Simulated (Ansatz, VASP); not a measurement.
# One calculation of TiO2, two programs

The input INCAR:

```
PREC = Accurate ; ENCUT = 520
EDIFF = 1E-6 ; ISMEAR = -1
SIGMA = 0.02 ; LREAL = F
LASPH = T ; NELM = 100
ALGO = Normal ; ISIF = 2
LWAVE = F ; LCHARG = T
GGA = PE ; LELF = T
LVHAR = T ; NBANDS = 33
```

The input KPOINTS:

```
Automatic mesh
0
Gamma
  10 10 10
```

POSCAR

```
TiO2
1.0
   -1.8888988106      1.8888988106      4.9354669616
    1.8888988106     -1.8888988106      4.9354669616
    1.8888988106      1.8888988106     -4.9354669616
Ti O
2 4
Direct
    0.7500000000      0.2500000000      0.5000000000
    0.0000000000      0.0000000000      0.0000000000
    0.5460514907      0.0460514907      0.5000000000
    0.7960514907      0.7960514907      0.0000000000
    0.2039485093      0.2039485093      0.0000000000
    0.9539485093      0.4539485093      0.5000000000
```

Input for Ansatz:

```yaml
crystal:
  lattice:
    - [-1.8888988106, 1.8888988106, 4.9354669616]
    - [1.8888988106, -1.8888988106, 4.9354669616]
    - [1.8888988106, 1.8888988106, -4.9354669616]
  atoms:
    - { symbol: Ti, position: [0.75, 0.25, 0.5] }
    - { symbol: Ti, position: [0.0, 0.0, 0.0] }
    - { symbol: O, position: [0.5460514907, 0.0460514907, 0.5] }
    - { symbol: O, position: [0.7960514907, 0.7960514907, 0.0] }
    - { symbol: O, position: [0.2039485093, 0.2039485093, 0.0] }
    - { symbol: O, position: [0.9539485093, 0.4539485093, 0.5] }
kpoints:
  mp_grid: { grid: [10, 10, 10] }
  band_path:
    path:
      - [0.0, 0.0, 0.0]
      - [0.0, 0.0, 0.5]
      - [0.25, 0.25, 0.25]
      - [0.0, 0.5, 0.0]
      - [0.5, 0.5, -0.5]
      - [0.2888485976, 0.7111514024, -0.2888485976]
      - [-0.2888485976, 0.2888485976, 0.2888485976]
      - [-0.0776971953, 0.0776971953, 0.5]
      - [0.5, 0.5, -0.0776971953]
      - [0.3, 0.3, -0.3]
      - [0.0, 0.0, 0.421875]
    npoints: 1
hamiltonian:
  xc: pbe
scf:
  occupations: { method: fermi_dirac, width: 0.02 }
  n_extra_bands: 5
output:
  forces: true
  stress: true
  eigenvalues: true
  write_density: true
  write_potential: true
  elf: true
  volumetric_format: npy
```

Change from the starting cell: uniaxial_z strain +3.0%.

Alike in both runs: task single point; functional PBE; k mesh 10 × 10 × 10; occupations fermi-dirac, width 0.02 eV; no spin polarisation.

|  | VASP | Ansatz |
| --- | --- | --- |
| version | VASP 6.6.1 | Ansatz 0.2.0 |
| potentials or method | VASP PAW PBE potentials, release 64 (Ti_sv, O) | plane waves, PAW |
| plane-wave cutoff (eV) | 520 | 420 |
| valence electrons in the cell | 48 | 48 |

Ansatz gave:

```
gap on the k mesh at the Fermi level (eV)                     : 2.22
pressure (GPa)                                                : -0.3
traceless stress, the component that is largest in VASP (GPa) : -0.74
rms of the force components (eV/Å)                            : 0.033
```

Problem. Estimate VASP's values.

Solution. gap on the k mesh at the Fermi level (eV): 2.20; pressure (GPa): 0.4; traceless stress, the component that is largest in VASP (GPa): -0.72; rms of the force components (eV/Å): 0.040.

Atom by atom the forces differ by 0.006 eV/Å (rms over components).
